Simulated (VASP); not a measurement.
# ZnGeP2 (I-42d) in VASP: settings compared

Aim: see how the results for ZnGeP2 move with the level of theory and the settings. Levels: PBE, LDA, r2SCAN. Tasks: band structure.

All numbers are computed with VASP 6.6.1; they aren't measurements. Logs are shortened: lines on timing, memory, paths and dates and some standing lists are left out, and cuts for length are marked.

## (1) The cell of the first run

Symmetry: I-42d, No. 122, tetragonal system. Conventional cell: a = 5.427 Å, b = 5.427 Å, c = 10.710 Å, α = 90.00°, β = 90.00°, γ = 90.00°. Zn (site symmetry -4) has 4 P at 2.35 Å within 3.1 Å. Within 3.1 Å of Ge (site symmetry -4) lie 4 P at 2.33 Å. P (site symmetry 2) has 2 Ge at 2.33 Å and 2 Zn at 2.35 Å within 3.1 Å.

## (2) Band structure, PBE

File INCAR:

```
PREC = Accurate
ENCUT = 520
EDIFF = 1E-6
ISMEAR = 0
SIGMA = 0.03
LREAL = F
LASPH = T
NELM = 80
ALGO = Normal
ISIF = 2
LWAVE = F
LCHARG = F
GGA = PE
KPAR = 2
```

File KPOINTS:

```
regular mesh
0
Gamma
  8 8 8
```

File POSCAR:

```
ZnGeP2                                  
1.0
   -2.7135106774      2.7135106774      5.3548289180
    2.7135106774     -2.7135106774      5.3548289180
    2.7135106774      2.7135106774     -5.3548289180
  Zn              Ge              P             
     2     2     4
Direct
     0.0000000000000000    0.0000000000000000    0.0000000000000000
     0.7500000000000000    0.2500000000000000    0.5000000000000000
     0.5000000000000000    0.5000000000000000    0.0000000000000000
     0.2500000000000000    0.7500000000000000    0.5000000000000000
     0.3750000000000000    0.3772038256327619    0.5022038256327619
     0.6227961743672381    0.1250000000000000    0.9977961743672381
     0.8750000000000000    0.8727961743672381    0.4977961743672381
     0.1272038256327619    0.6250000000000000    0.0022038256327619
```

File KPOINTS_OPT:

```
explicit points
298
Reciprocal
 0.0000000000  0.0000000000  0.0000000000 1
 0.0263157895 -0.0263157895  0.0000000000 1
 0.0526315789 -0.0526315789  0.0000000000 1
 0.0789473684 -0.0789473684  0.0000000000 1
 0.1052631579 -0.1052631579  0.0000000000 1
 0.1315789474 -0.1315789474  0.0000000000 1
[... 290 lines left out ...]
 0.5299688800 -0.4700311200 -0.0299688800 1
 0.4700311200 -0.5299688800  0.0299688800 1
```

Potentials or basis: VASP PAW PBE potentials, release 64 (Zn, Ge_d, P).

The run is started by

```
cat potpaw_PBE.64/Zn/POTCAR potpaw_PBE.64/Ge_d/POTCAR potpaw_PBE.64/P/POTCAR > POTCAR
mpirun -np 2 vasp_std > vasp.out
```

OUTCAR:

```text
PREC = Accurate
   ENCUT = 520
   EDIFF = 1E-6
   ISMEAR = 0
   LREAL = F
   LASPH = T
   NELM = 80
   ISIF = 2
   GGA = PE

 ion  position               nearest neighbor table
   1  0.000  0.000  0.000-   7 2.35   8 2.35   5 2.35   6 2.35
   2  0.750  0.250  0.500-   6 2.35   5 2.35   8 2.35   7 2.35
   3  0.500  0.500  0.000-   5 2.33   6 2.33   7 2.33   8 2.33
   4  0.250  0.750  0.500-   5 2.33   6 2.33   7 2.33   8 2.33
   5  0.375  0.377  0.502-   3 2.33   4 2.33   2 2.35   1 2.35
   6  0.623  0.125  0.998-   3 2.33   4 2.33   2 2.35   1 2.35
   7  0.875  0.873  0.498-   3 2.33   4 2.33   1 2.35   2 2.35
   8  0.127  0.625  0.002-   3 2.33   4 2.33   1 2.35   2 2.35

  LATTYP: Found a body centered tetragonal cell.
 ALAT       =     5.4270213548
 C/A-ratio  =     1.9733951897

  Lattice vectors:

 A1 = (  -2.7135106774,   2.7135106774,   5.3548289180)
 A2 = (   2.7135106774,  -2.7135106774,   5.3548289180)
 A3 = (   2.7135106774,   2.7135106774,  -5.3548289180)

Analysis of symmetry for initial positions (statically):
=====================================================================
 Subroutine PRICEL returns:
 Original cell was already a primitive cell.

 Routine SETGRP: Setting up the symmetry group for a
 body centered tetragonal supercell.

 Subroutine GETGRP returns: Found  8 space group operations
 (whereof  4 operations were pure point group operations)
 out of a pool of 16 trial point group operations.

The static configuration has the point symmetry S_4 .
 The point group associated with its full space group is D_2d.

Analysis of symmetry for dynamics (positions and initial velocities):
=====================================================================
 Subroutine PRICEL returns:
 Original cell was already a primitive cell.

 Routine SETGRP: Setting up the symmetry group for a
 body centered tetragonal supercell.

 Subroutine GETGRP returns: Found  8 space group operations
 (whereof  4 operations were pure point group operations)
 out of a pool of 16 trial point group operations.

The dynamic configuration has the point symmetry S_4 .
 The point group associated with its full space group is D_2d.

 Subroutine INISYM returns: Found  8 space group operations
 (whereof  4 operations are pure point group operations),
 and found     1 'primitive' translations

----------------------------------------------------------------------------------------

                                     Primitive cell

  volume of cell :     157.7134

  direct lattice vectors                    reciprocal lattice vectors
    -2.713510677  2.713510677  5.354828918     0.000000000  0.184263141  0.093373665
     2.713510677 -2.713510677  5.354828918     0.184263141  0.000000000  0.093373665
     2.713510677  2.713510677 -5.354828918     0.184263141  0.184263141  0.000000000

  length of vectors
     6.587903546  6.587903546  6.587903546     0.206570923  0.206570923  0.260587433

  position of ions in fractional coordinates (direct lattice)
     0.000000000  0.000000000  0.000000000
     0.750000000  0.250000000  0.500000000
     0.500000000  0.500000000  0.000000000
     0.250000000  0.750000000  0.500000000
     0.375000000  0.377203826  0.502203826
     0.622796174  0.125000000  0.997796174
     0.875000000  0.872796174  0.497796174
     0.127203826  0.625000000  0.002203826

  ion indices of the primitive-cell ions
   primitive index   ion index
                 1           1
                 2           2
                 3           3
                 4           4
                 5           5
                 6           6
                 7           7
                 8           8

----------------------------------------------------------------------------------------

 KPOINTS: regular mesh

Automatic generation of k-mesh.
 Grid dimensions read from file:
 generate k-points for:    8    8    8

 Generating k-lattice:

  Cartesian coordinates                     Fractional coordinates (reciprocal lattice)
[... 53 lines left out ...]
 fundamental gap:      1.2259745145
 Fermi energy:         4.6103785956

 k-point     1 :       0.0000    0.0000    0.0000
  band No.  band energies     occupation
      1     -20.3803      2.00000
      2     -20.3787      2.00000
      3     -20.3787      2.00000
      4     -20.3740      2.00000
      5     -20.3678      2.00000
      6     -20.3678      2.00000
[... 35 lines left out ...]
     42       7.7445      0.00000
     43       9.2246      0.00000

 k-point     2 :       0.1250   -0.0000    0.0000
  band No.  band energies     occupation
      1     -20.3803      2.00000
      2     -20.3788      2.00000
      3     -20.3785      2.00000
      4     -20.3741      2.00000
      5     -20.3682      2.00000
      6     -20.3677      2.00000
[... 35 lines left out ...]
     42       8.0214      0.00000
     43       8.6461      0.00000

 k-point     3 :       0.2500   -0.0000    0.0000
  band No.  band energies     occupation
      1     -20.3802      2.00000
      2     -20.3789      2.00000
      3     -20.3779      2.00000
      4     -20.3741      2.00000
      5     -20.3693      2.00000
      6     -20.3673      2.00000
[... 35 lines left out ...]
     42       8.4016      0.00000
     43       8.8470      0.00000

 k-point     4 :       0.3750   -0.0000    0.0000
  band No.  band energies     occupation
      1     -20.3801      2.00000
      2     -20.3793      2.00000
      3     -20.3772      2.00000
      4     -20.3736      2.00000
      5     -20.3708      2.00000
      6     -20.3669      2.00000
[... 863 lines left out ...]
     42       8.6018      0.00000
     43       8.9275      0.00000

 k-point    23 :       0.2500    0.1250    0.1250
  band No.  band energies     occupation
      1     -20.3798      2.00000
      2     -20.3791      2.00000
      3     -20.3765      2.00000
      4     -20.3736      2.00000
      5     -20.3707      2.00000
      6     -20.3687      2.00000
[... 35 lines left out ...]
     42       8.7777      0.00000
     43       8.9530      0.00000

 k-point    24 :       0.3750    0.1250    0.1250
  band No.  band energies     occupation
      1     -20.3795      2.00000
      2     -20.3794      2.00000
      3     -20.3763      2.00000
      4     -20.3726      2.00000
      5     -20.3722      2.00000
      6     -20.3686      2.00000
[... 35 lines left out ...]
     42       8.5572      0.00000
     43       8.6123      0.00000

 [... further k-points ...]

------------------------ aborting loop because EDIFF is reached ----------------------------------------

  FORCE on cell =-STRESS in cart. coord.  units (eV):
  Direction    XX          YY          ZZ          XY          YZ          ZX
  --------------------------------------------------------------------------------------
  -------------------------------------------------------------------------------------
  Total        3.1399473      3.1399473      3.1046172      0.0000000      0.0000000      0.0000000
  in kB       31.8980609     31.8980609     31.5391501      0.0000000      0.0000000      0.0000000
  external PRESSURE =      31.7784240 kB  Pullay stress =       0.0000000 kB

 VOLUME and BASIS-vectors are now :
 -----------------------------------------------------------------------------
  energy-cutoff  :      520.00
  volume of cell :      157.71
      direct lattice vectors                 reciprocal lattice vectors
    -2.713510677  2.713510677  5.354828918     0.000000000  0.184263141  0.093373665
     2.713510677 -2.713510677  5.354828918     0.184263141  0.000000000  0.093373665
     2.713510677  2.713510677 -5.354828918     0.184263141  0.184263141  0.000000000

 POSITION                                       TOTAL-FORCE (eV/Angst)
 -----------------------------------------------------------------------------------
      0.00000      0.00000      0.00000         0.000000      0.000000      0.000000
      0.00000      2.71351      2.67741         0.000000      0.000000     -0.000000
      0.00000      0.00000      5.35483         0.000000      0.000000     -0.000000
      2.71351      0.00000      2.67741         0.000000      0.000000      0.000000
      1.36872      1.35676      1.33871         0.043421      0.000000     -0.000000
      1.35676      4.05831     -1.33871         0.000000     -0.043421      0.000000
      1.34480      1.35676      6.69354        -0.043421      0.000000      0.000000
      1.35676     -1.34480      4.01612         0.000000      0.043421     -0.000000
 -----------------------------------------------------------------------------------
    total drift:                                0.000010      0.000010     -0.000002

  FREE ENERGIE OF THE ION-ELECTRON SYSTEM (eV)
  ---------------------------------------------------
  free  energy   TOTEN  =       -34.4997006201 eV

  energy  without entropy=      -34.4997006201  energy(sigma->0) =      -34.49970062
```

It took 15 min on 2 MPI ranks of Intel Xeon Platinum 8375C at 2.90GHz (Ice Lake), shared host; peak memory 0.72 GiB.

What came out:

| Item | Value |
| --- | --- |
| Free energy | -34.4997 eV |
| Pressure | 3.2 GPa |
| Largest force | 0.043 eV/Å |
| Band gap on the k mesh | 1.23 eV (least direct gap 1.38 eV) |
| Band gap along the path | 1.18 eV (least direct gap 1.38 eV) |

Forces on the atoms (eV/Å):
```
Zn   0.000  0.000  0.000
Zn   0.000  0.000  0.000
Ge   0.000  0.000  0.000
Ge   0.000  0.000  0.000
P    0.043  0.000  0.000
P    0.000 -0.043  0.000
P   -0.043  0.000  0.000
P    0.000  0.043  0.000
```

Levels at the corners of the path, in eV from the valence-band top:
```csv
point,band 32,band 33,band 34,band 35,band 36,band 37,band 38,band 39,band 40,band 41
Γ,-2.63,-2.63,-0.07,-0.07,0.00,1.38,1.46,1.61,3.16,3.16
X,-1.89,-1.22,-1.22,-0.77,-0.77,1.25,1.25,3.04,3.04,4.05
X,-1.89,-1.22,-1.22,-0.77,-0.77,1.25,1.25,3.04,3.04,4.05
Y,-2.30,-1.32,-1.32,-1.12,-1.12,1.63,1.63,3.51,3.51,3.77
Y,-2.30,-1.32,-1.32,-1.12,-1.12,1.63,1.63,3.51,3.51,3.77
S,-3.17,-2.40,-2.13,-1.18,-0.88,1.41,2.50,2.58,3.17,4.12
S,-3.17,-2.40,-2.13,-1.18,-0.88,1.41,2.50,2.58,3.17,4.12
Γ,-2.63,-2.63,-0.07,-0.07,0.00,1.38,1.46,1.61,3.16,3.16
Γ,-2.63,-2.63,-0.07,-0.07,0.00,1.38,1.46,1.61,3.16,3.16
Z,-2.56,-1.95,-1.95,-1.39,-1.39,1.23,1.23,1.46,1.46,2.40
Z,-2.56,-1.95,-1.95,-1.39,-1.39,1.23,1.23,1.46,1.46,2.40
S1,-3.17,-2.40,-2.13,-1.18,-0.88,1.41,2.50,2.58,3.17,4.12
S1,-3.17,-2.40,-2.13,-1.18,-0.88,1.41,2.50,2.58,3.17,4.12
N,-2.74,-2.52,-1.92,-1.67,-0.99,2.42,2.54,2.81,3.98,4.08
N,-2.74,-2.52,-1.92,-1.67,-0.99,2.42,2.54,2.81,3.98,4.08
P,-2.42,-1.20,-1.20,-1.13,-1.13,1.88,1.88,2.90,2.90,3.98
P,-2.42,-1.20,-1.20,-1.13,-1.13,1.88,1.88,2.90,2.90,3.98
Y1,-2.30,-1.32,-1.32,-1.12,-1.12,1.63,1.63,3.51,3.51,3.77
Y1,-2.30,-1.32,-1.32,-1.12,-1.12,1.63,1.63,3.51,3.51,3.77
Z,-2.56,-1.95,-1.95,-1.39,-1.39,1.23,1.23,1.46,1.46,2.40
X,-1.89,-1.22,-1.22,-0.77,-0.77,1.25,1.25,3.04,3.04,4.05
P,-2.42,-1.20,-1.20,-1.13,-1.13,1.88,1.88,2.90,2.90,3.98
```

Caveat: the cell stands under pressure. A hybrid or GW would open this gap; PBE tends to underestimate it.

## (3) Band structure, LDA

INCAR, as its differences from that of step 2:

```diff
@@ -12,3 +12,3 @@
 LCHARG = F
-GGA = PE
+GGA = CA
 KPAR = 2
```

KPOINTS is that of step 2.

POSCAR is that of step 2.

KPOINTS_OPT is that of step 2.

Potentials or basis: VASP PAW LDA potentials, release 64 (Zn, Ge_d, P).

The run is started by

```
cat potpaw_LDA.64/Zn/POTCAR potpaw_LDA.64/Ge_d/POTCAR potpaw_LDA.64/P/POTCAR > POTCAR
mpirun -np 2 vasp_std > vasp.out
```

Wall time 14 min (2 MPI ranks of Intel Xeon Platinum 8375C at 2.90GHz (Ice Lake), shared host); peak memory 0.66 GiB.

The run converged. Its results:

* Free energy: -39.9321 eV
* Pressure: -2.1 GPa
* Largest force: 0.050 eV/Å
* Band gap on the k mesh: 1.11 eV (least direct gap 1.24 eV)
* Band gap along the path: 1.06 eV (least direct gap 1.24 eV)

Forces in eV/Å, atoms in the order of the input:
```
Zn   0.000  0.000  0.000
Zn   0.000  0.000  0.000
Ge   0.000  0.000  0.000
Ge   0.000  0.000  0.000
P   -0.050  0.000  0.000
P    0.000  0.050  0.000
P    0.050  0.000  0.000
P    0.000 -0.050  0.000
```

Levels at the corners of the path, in eV from the valence-band top:
```
point  band 34  band 35  band 36  band 37  band 38  band 39
    Γ    -0.07    -0.07     0.00     1.24     1.30     1.48
    X    -1.23    -0.78    -0.78     1.12     1.12     2.93
    X    -1.23    -0.78    -0.78     1.12     1.12     2.93
    Y    -1.34    -1.14    -1.14     1.51     1.51     3.41
    Y    -1.34    -1.14    -1.14     1.51     1.51     3.41
    S    -2.16    -1.20    -0.89     1.30     2.39     2.49
    S    -2.16    -1.20    -0.89     1.30     2.39     2.49
    Γ    -0.07    -0.07     0.00     1.24     1.30     1.48
    Γ    -0.07    -0.07     0.00     1.24     1.30     1.48
    Z    -1.97    -1.41    -1.41     1.11     1.11     1.32
    Z    -1.97    -1.41    -1.41     1.11     1.11     1.32
   S1    -2.16    -1.20    -0.89     1.30     2.39     2.49
   S1    -2.16    -1.20    -0.89     1.30     2.39     2.49
    N    -1.95    -1.69    -1.01     2.34     2.45     2.71
    N    -1.95    -1.69    -1.01     2.34     2.45     2.71
    P    -1.21    -1.15    -1.15     1.78     1.78     2.77
    P    -1.21    -1.15    -1.15     1.78     1.78     2.77
   Y1    -1.34    -1.14    -1.14     1.51     1.51     3.41
   Y1    -1.34    -1.14    -1.14     1.51     1.51     3.41
    Z    -1.97    -1.41    -1.41     1.11     1.11     1.32
    X    -1.23    -0.78    -0.78     1.12     1.12     2.93
    P    -1.21    -1.15    -1.15     1.78     1.78     2.77
```

Expect the measured gap to be larger: semilocal functionals such as LDA lack the derivative discontinuity.

## (4) Band structure, r2SCAN

INCAR, as its differences from that of step 3:

```diff
@@ -12,3 +12,4 @@
 LCHARG = F
-GGA = CA
+METAGGA = R2SCAN
+LMIXTAU = T
 KPAR = 2
```

KPOINTS is that of step 3.

POSCAR is that of step 3.

KPOINTS_OPT is that of step 3.

Potentials or basis: VASP PAW PBE potentials, release 64 (Zn, Ge_d, P).

The run is started by

```
cat potpaw_PBE.64/Zn/POTCAR potpaw_PBE.64/Ge_d/POTCAR potpaw_PBE.64/P/POTCAR > POTCAR
mpirun -np 2 vasp_std > vasp.out
```

It took 52 min on 2 MPI ranks of Intel Xeon Platinum 8375C at 2.90GHz (Ice Lake), shared host; peak memory 0.72 GiB.

The run converged. Its results:

```
Free energy             : -83.7594 eV
Pressure                : 0.7 GPa
Largest force           : 0.126 eV/Å
Band gap on the k mesh  : 1.46 eV (least direct gap 1.61 eV)
Band gap along the path : 1.41 eV (least direct gap 1.61 eV)
```

Forces on the atoms (eV/Å):
```
Zn   0.000  0.000  0.000
Zn   0.000  0.000  0.000
Ge   0.000  0.000  0.000
Ge   0.000  0.000  0.000
P    0.126  0.000  0.000
P    0.000 -0.126  0.000
P   -0.126  0.000  0.000
P    0.000  0.126  0.000
```

Levels at the corners of the path, in eV from the valence-band top:
| point | band 32 | band 33 | band 34 | band 35 | band 36 | band 37 | band 38 | band 39 | band 40 | band 41 |
| --- | --- | --- | --- | --- | --- | --- | --- | --- | --- | --- |
| Γ | -2.74 | -2.74 | -0.07 | -0.07 | 0.00 | 1.61 | 1.87 | 1.89 | 3.41 | 3.41 |
| X | -1.97 | -1.27 | -1.27 | -0.80 | -0.80 | 1.55 | 1.55 | 3.38 | 3.38 | 4.35 |
| X | -1.97 | -1.27 | -1.27 | -0.80 | -0.80 | 1.55 | 1.55 | 3.38 | 3.38 | 4.35 |
| Y | -2.38 | -1.37 | -1.37 | -1.15 | -1.15 | 1.93 | 1.93 | 3.81 | 3.81 | 4.10 |
| Y | -2.38 | -1.37 | -1.37 | -1.15 | -1.15 | 1.93 | 1.93 | 3.81 | 3.81 | 4.10 |
| S | -3.27 | -2.49 | -2.21 | -1.22 | -0.91 | 1.64 | 2.78 | 2.89 | 3.48 | 4.47 |
| S | -3.27 | -2.49 | -2.21 | -1.22 | -0.91 | 1.64 | 2.78 | 2.89 | 3.48 | 4.47 |
| Γ | -2.74 | -2.74 | -0.07 | -0.07 | 0.00 | 1.61 | 1.87 | 1.89 | 3.41 | 3.41 |
| Γ | -2.74 | -2.74 | -0.07 | -0.07 | 0.00 | 1.61 | 1.87 | 1.89 | 3.41 | 3.41 |
| Z | -2.62 | -2.03 | -2.03 | -1.45 | -1.45 | 1.46 | 1.46 | 1.69 | 1.69 | 2.68 |
| Z | -2.62 | -2.03 | -2.03 | -1.45 | -1.45 | 1.46 | 1.46 | 1.69 | 1.69 | 2.68 |
| S1 | -3.27 | -2.49 | -2.21 | -1.22 | -0.91 | 1.64 | 2.78 | 2.89 | 3.48 | 4.47 |
| S1 | -3.27 | -2.49 | -2.21 | -1.22 | -0.91 | 1.64 | 2.78 | 2.89 | 3.48 | 4.47 |
| N | -2.84 | -2.59 | -1.97 | -1.73 | -1.02 | 2.71 | 2.81 | 3.08 | 4.35 | 4.41 |
| N | -2.84 | -2.59 | -1.97 | -1.73 | -1.02 | 2.71 | 2.81 | 3.08 | 4.35 | 4.41 |
| P | -2.49 | -1.24 | -1.24 | -1.17 | -1.17 | 2.16 | 2.16 | 3.26 | 3.26 | 4.29 |
| P | -2.49 | -1.24 | -1.24 | -1.17 | -1.17 | 2.16 | 2.16 | 3.26 | 3.26 | 4.29 |
| Y1 | -2.38 | -1.37 | -1.37 | -1.15 | -1.15 | 1.93 | 1.93 | 3.81 | 3.81 | 4.10 |
| Y1 | -2.38 | -1.37 | -1.37 | -1.15 | -1.15 | 1.93 | 1.93 | 3.81 | 3.81 | 4.10 |
| Z | -2.62 | -2.03 | -2.03 | -1.45 | -1.45 | 1.46 | 1.46 | 1.69 | 1.69 | 2.68 |
| X | -1.97 | -1.27 | -1.27 | -0.80 | -0.80 | 1.55 | 1.55 | 3.38 | 3.38 | 4.35 |
| P | -2.49 | -1.24 | -1.24 | -1.17 | -1.17 | 2.16 | 2.16 | 3.26 | 3.26 | 4.29 |

Caveat: the PAW data sets were made with another functional, which shifts forces and pressure a little.

## (5) Summary

| level | potentials or basis | gap on the mesh (eV) | pressure (GPa) | largest force (eV/Å) |
| --- | --- | --- | --- | --- |
| PBE | VASP PAW PBE potentials, release 64 (Zn, Ge_d, P) | 1.23 | 3.2 | 0.04 |
| LDA | VASP PAW LDA potentials, release 64 (Zn, Ge_d, P) | 1.11 | -2.1 | 0.05 |
| r2SCAN | VASP PAW PBE potentials, release 64 (Zn, Ge_d, P) | 1.46 | 0.7 | 0.13 |

Alike in all rows: task band structure; no spin polarisation; cell as given; k mesh 8 × 8 × 8; cutoff (eV) 520; smearing gaussian 0.03 eV.

Caveats: the cell stands under pressure (at least some runs); the PAW data sets were made with another functional, which shifts forces and pressure a little (at least some runs).

Absolute energies hang on the potentials; compare differences alone.
